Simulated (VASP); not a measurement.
# Hf2N (Pnnm) in VASP: notebook

Hf2N is run at these levels: LDA; tasks: single point.

All numbers are computed with VASP 6.6.1; they aren't measurements. Logs are shortened: lines on timing, memory, paths and dates and some standing lists are left out, and cuts for length are marked.

## (1) The cell of the first run

It takes space group Pnnm (No. 58, orthorhombic). The conventional cell has a = 5.068 Å, b = 5.252 Å, c = 3.201 Å, α = 90.00°, β = 90.00°, γ = 90.00°. Hf (site symmetry m) has 3 N at 2.16 to 2.20 Å within 2.9 Å. Within 2.9 Å of N (site symmetry 2/m) lie 6 Hf at 2.16 to 2.20 Å.

## (2) Single point, LDA (mode 4 frozen in at +0.205 Å, normal strain along x -0.0350)

Input file INCAR:

```
SYSTEM = Hf2N
PREC = Accurate
ENCUT = 520
EDIFF = 1E-7
ISMEAR = 0
SIGMA = 0.15
LREAL = .False.
LASPH = .True.
NELM = 80
ALGO = Normal
ISIF = 2
LWAVE = .False.
LCHARG = .False.
NBANDS = 34
```

Input file KPOINTS:

```
regular mesh
0
Gamma
  8 8 12
  0 0 0
```

Input file POSCAR:

```
Hf2N
1.0
    5.0683330392      0.0000000000      0.0000000000
    0.0000000000      5.2521585898      0.0000000000
    0.0000000000      0.0000000000      3.2005839592
Hf N
4 2
Direct
    0.3230029221      0.2678039453      0.0000000000
    0.6769970779      0.7321960547      0.0000000000
    0.8230029221      0.2321960547      0.5000000000
    0.1769970779      0.7678039453      0.5000000000
    0.0000000000      0.0000000000      0.0000000000
    0.5000000000      0.5000000000      0.5000000000
```

Potentials or basis: VASP PAW LDA potentials, release 64 (Hf_pv, N).

Started as:

```console
cat potpaw_LDA.64/Hf_pv/POTCAR potpaw_LDA.64/N/POTCAR > POTCAR
mpirun -np 1 vasp_std > vasp.out
```

OUTCAR:

```text
SYSTEM = Hf2N
   PREC = Accurate
   ENCUT = 520
   EDIFF = 1E-7
   ISMEAR = 0
   LREAL = .False.
   LASPH = .True.
   NELM = 80
   ISIF = 2

 ion  position               nearest neighbor table
   1  0.323  0.268  0.000-   5 2.16   6 2.20   6 2.20   3 3.00   3 3.00   3 3.00   3 3.00   2 3.03
                             4 3.16   4 3.16   4 3.16   4 3.16   2 3.34
   2  0.677  0.732  0.000-   5 2.16   6 2.20   6 2.20   4 3.00   4 3.00   4 3.00   4 3.00   1 3.03
                             3 3.16   3 3.16   3 3.16   3 3.16   1 3.34
   3  0.823  0.232  0.500-   6 2.16   5 2.20   5 2.20   1 3.00   1 3.00   1 3.00   1 3.00   4 3.03
                             2 3.16   2 3.16   2 3.16   2 3.16   4 3.34
   4  0.177  0.768  0.500-   6 2.16   5 2.20   5 2.20   2 3.00   2 3.00   2 3.00   2 3.00   3 3.03
                             1 3.16   1 3.16   1 3.16   1 3.16   3 3.34
   5  0.000  0.000  0.000-   1 2.16   2 2.16   3 2.20   4 2.20   3 2.20   4 2.20
   6  0.500  0.500  0.500-   3 2.16   4 2.16   1 2.20   2 2.20   1 2.20   2 2.20

  LATTYP: Found a simple orthorhombic cell.
 ALAT       =     3.2005839592
 B/A-ratio  =     1.5835650943
 C/A-ratio  =     1.6410000977

  Lattice vectors:

 A1 = (   0.0000000000,   0.0000000000,   3.2005839592)
 A2 = (   5.0683330392,   0.0000000000,   0.0000000000)
 A3 = (   0.0000000000,   5.2521585898,   0.0000000000)

Analysis of symmetry for initial positions (statically):
=====================================================================
 Subroutine PRICEL returns:
 Original cell was already a primitive cell.

 Routine SETGRP: Setting up the symmetry group for a
 simple orthorhombic supercell.

 Subroutine GETGRP returns: Found  8 space group operations
 (whereof  4 operations were pure point group operations)
 out of a pool of  8 trial point group operations.

The static configuration has the point symmetry C_2h.
 The point group associated with its full space group is D_2h.

Analysis of symmetry for dynamics (positions and initial velocities):
=====================================================================
 Subroutine PRICEL returns:
 Original cell was already a primitive cell.

 Routine SETGRP: Setting up the symmetry group for a
 simple orthorhombic supercell.

 Subroutine GETGRP returns: Found  8 space group operations
 (whereof  4 operations were pure point group operations)
 out of a pool of  8 trial point group operations.

The dynamic configuration has the point symmetry C_2h.
 The point group associated with its full space group is D_2h.

 Subroutine INISYM returns: Found  8 space group operations
 (whereof  4 operations are pure point group operations),
 and found     1 'primitive' translations

----------------------------------------------------------------------------------------

[... 110 lines left out ...]
   PSTRESS=    0.0 pullay stress
   NELECT =      50.0000    total number of electrons
   NUPDOWN=      -1.0000    fix difference up-down
   EMIN   =  10.00;   EMAX   =-10.00  energy-range for DOS
   EFERMI =   0.00;   METHOD = LEGACY
   ISMEAR =     0;   SIGMA  =   0.15  broadening in eV -4-tet -1-fermi 0-gaus
   EFERMI_NEDOS =   21; number of points for ismear=-14 and -15
   IALGO  =     38    algorithm
   IMIX   =      4    mixing-type and parameters
     AMIX     =   0.40;   BMIX     =  1.00
     AMIX_MAG =   1.60;   BMIX_MAG =  1.00
  volume/ion in A,a.u.               =      14.20        95.82
  Fermi-wavevector in a.u.,A,eV,Ry     =   1.370632  2.590118 25.560329  1.878631
  Thomas-Fermi vector in A             =   2.496401
   LORBIT       =      0    0 simple, 1 ext, 2 COOP (PROOUT), +10 PAW based schemes
   GGA     = CA    functional components
   LHFCALC =     F    Hartree Fock is set to
   AEXX    =    0.0000 exact exchange contribution
   IVDW    =     0    specifies the selected vdW correction
   LEPSILON=     F    determine dielectric tensor
   LRPA    =     F    only Hartree local field effects (RPA)
 non-spin polarized calculation
 Gauss-broadening in eV      SIGMA  =   0.15
  energy-cutoff  :      520.00
  volume of cell :       85.20
 maximum number of plane-waves:      2316
 NGX is ok and might be reduce to    40
   NGX = 19   NGY = 19   NGZ = 11

 number of electron      50.0000004 magnetization

 Free energy of the ion-electron system (eV)
  ---------------------------------------------------
  ext. energy  EPLUGINS =         0.00000000
  ---------------------------------------------------
  free energy    TOTEN  =       -69.29398764 eV

  energy without entropy =      -69.26528284  energy(sigma->0) =      -69.27963524

 E-fermi :   6.3389     XC(G=0): -12.5427

 val. band max:        6.3300434842   @ k =   0.1250   0.0000   0.0833
 cond. band min:       6.3419439215   @ k =   0.1250   0.0000   0.0833
 fundamental gap:      0.0119004373
 Fermi energy:         6.3388878592

 k-point     1 :       0.0000    0.0000    0.0000
  band No.  band energies     occupation
      1     -24.6274      2.00000
      2     -24.0980      2.00000
      3     -24.0487      2.00000
      4     -23.7482      2.00000
      5     -23.7030      2.00000
      6     -23.4766      2.00000
[... 877 lines left out ...]
     33      10.2734      0.00000
     34      10.2734      0.00000

 [... further k-points ...]

------------------------ aborting loop because EDIFF is reached ----------------------------------------

  FORCE on cell =-STRESS in cart. coord.  units (eV):
  Direction    XX          YY          ZZ          XY          YZ          ZX
  --------------------------------------------------------------------------------------
  -------------------------------------------------------------------------------------
  Total       10.5228548      0.2646938      1.0428514      0.0000000      0.0000000      0.0000000
  in kB      197.8845833      4.9776241     19.6110481      0.0000000      0.0000000      0.0000000
  external PRESSURE =      74.1577518 kB  Pullay stress =       0.0000000 kB

 VOLUME and BASIS-vectors are now :
 -----------------------------------------------------------------------------
  energy-cutoff  :      520.00
  volume of cell :       85.20
      direct lattice vectors                 reciprocal lattice vectors
     5.068333039  0.000000000  0.000000000     0.197303530  0.000000000  0.000000000
     0.000000000  5.252158590  0.000000000     0.000000000  0.190397906  0.000000000
     0.000000000  0.000000000  3.200583959     0.000000000  0.000000000  0.312442983

 POSITION                                       TOTAL-FORCE (eV/Angst)
 -----------------------------------------------------------------------------------
      1.63709      1.40655      0.00000        -0.211718      0.397011      0.000000
      3.43125      3.84561      0.00000         0.211718     -0.397011      0.000000
      4.17125      1.21953      1.60029        -0.211718     -0.397011      0.000000
      0.89708      4.03263      1.60029         0.211718      0.397011      0.000000
      0.00000      0.00000      0.00000         0.000000      0.000000      0.000000
      2.53417      2.62608      1.60029         0.000000      0.000000      0.000000
 -----------------------------------------------------------------------------------
    total drift:                               -0.000000      0.000000      0.000000

  FREE ENERGIE OF THE ION-ELECTRON SYSTEM (eV)
  ---------------------------------------------------
  free  energy   TOTEN  =       -69.2939876374 eV

  energy  without entropy=      -69.2652828379  energy(sigma->0) =      -69.27963524
```

OSZICAR:

```text
N       E                     dE             d eps       ncg     rms          rms(c)
DAV:   1     0.217398694374E+03    0.21740E+03   -0.27721E+04 11916   0.146E+03
DAV:   2    -0.624774866844E+02   -0.27988E+03   -0.26837E+03 14666   0.357E+02
DAV:   3    -0.760999018955E+02   -0.13622E+02   -0.13258E+02 15406   0.568E+01
DAV:   4    -0.763050128847E+02   -0.20511E+00   -0.20417E+00 14664   0.713E+00
DAV:   5    -0.763089020707E+02   -0.38892E-02   -0.38838E-02 15140   0.816E-01    0.113E+02
DAV:   6    -0.697637233866E+02    0.65452E+01   -0.36943E+01 14008   0.246E+01    0.820E+01
DAV:   7    -0.695884895897E+02    0.17523E+00   -0.58255E+00 14028   0.109E+01    0.162E+01
DAV:   8    -0.692981136443E+02    0.29038E+00   -0.12582E+00 14720   0.443E+00    0.254E+00
DAV:   9    -0.692959188036E+02    0.21948E-02   -0.10358E-01 14040   0.148E+00    0.225E+00
DAV:  10    -0.692941920833E+02    0.17267E-02   -0.16540E-02 14522   0.603E-01    0.927E-01
DAV:  11    -0.692941356315E+02    0.56452E-04   -0.35744E-03 14588   0.270E-01    0.650E-01
DAV:  12    -0.692939868083E+02    0.14882E-03   -0.51454E-04 14200   0.965E-02    0.204E-01
DAV:  13    -0.692939876587E+02   -0.85045E-06   -0.49488E-05 14642   0.321E-02    0.423E-02
DAV:  14    -0.692939876459E+02    0.12874E-07   -0.13168E-06 14458   0.620E-03    0.580E-03
DAV:  15    -0.692939876374E+02    0.84028E-08   -0.28349E-07 12300   0.239E-03
   1 F= -.69293988E+02 E0= -.69279635E+02  d E =-.287048E-01
```

stdout:

```text
POSCAR found type information on POSCAR HfN
 POSCAR found :  2 types and       6 ions
 scaLAPACK will be used
 LDA part: xc-table for (Slater(with rela. corr.)+CA(PZ))
 , standard interpolation
 POSCAR, INCAR and KPOINTS ok, starting setup
 FFT: planning ... GRIDC
 FFT: planning ... GRID_SOFT
 FFT: planning ... GRID
 WAVECAR not read
 entering main loop
```

It took 5.5 min on 1 thread of Intel Xeon Platinum 8259CL at 2.50GHz (Skylake/Cascade Lake), shared host; peak memory 0.45 GiB.

Results:

```yaml
Free_energy: -69.2940 eV
Pressure: 7.4 GPa
Largest_force: 0.450 eV/Å
Band_gap_on_the_k_mesh: zero (band 25 reaches 7.71 eV, above the bottom of band 26 at 5.36 eV)
```

Forces in eV/Å, atoms in the order of the input:
```
Hf  -0.212  0.397  0.000
Hf   0.212 -0.397  0.000
Hf  -0.212 -0.397  0.000
Hf   0.212  0.397  0.000
N    0.000  0.000  0.000
N    0.000  0.000  0.000
```

Stress tensor (GPa, compression positive):
```
19.79  0.00  0.00
 0.00  0.50  0.00
 0.00  0.00  1.96
```

Levels at points of the mesh, in eV from the Fermi level:
| k point | band 24 | band 25 | band 26 | band 27 | band 28 | band 29 |
| --- | --- | --- | --- | --- | --- | --- |
| (0.00, 0.00, 0.00) | 0.53 | 0.75 | 0.80 | 1.05 | 1.65 | 2.19 |
| (0.50, 0.00, 0.00) | -0.91 | 1.08 | 1.08 | 2.23 | 2.23 | 2.44 |
| (0.00, 0.50, 0.00) | -1.16 | 1.37 | 1.37 | 1.72 | 1.72 | 2.09 |
| (0.50, 0.50, 0.00) | -1.37 | 0.76 | 0.76 | 1.15 | 1.15 | 2.05 |
| (0.00, 0.00, 0.50) | -1.17 | -0.97 | -0.97 | 2.66 | 2.66 | 3.71 |
| (0.50, 0.00, 0.50) | -1.27 | -0.83 | -0.83 | 2.59 | 2.59 | 4.37 |
| (0.00, 0.50, 0.50) | -1.03 | -0.75 | -0.75 | 1.38 | 1.38 | 2.57 |
| (0.50, 0.50, 0.50) | -1.25 | -0.13 | -0.13 | 2.06 | 2.06 | 2.97 |

Caveat: the cell differs from its parent crystal (mode 4 frozen in at +0.205 Å, normal strain along x -0.0350); spin-orbit coupling is left out, which moves the levels of the heavy elements.

(Part 1 of 2 ends here.)
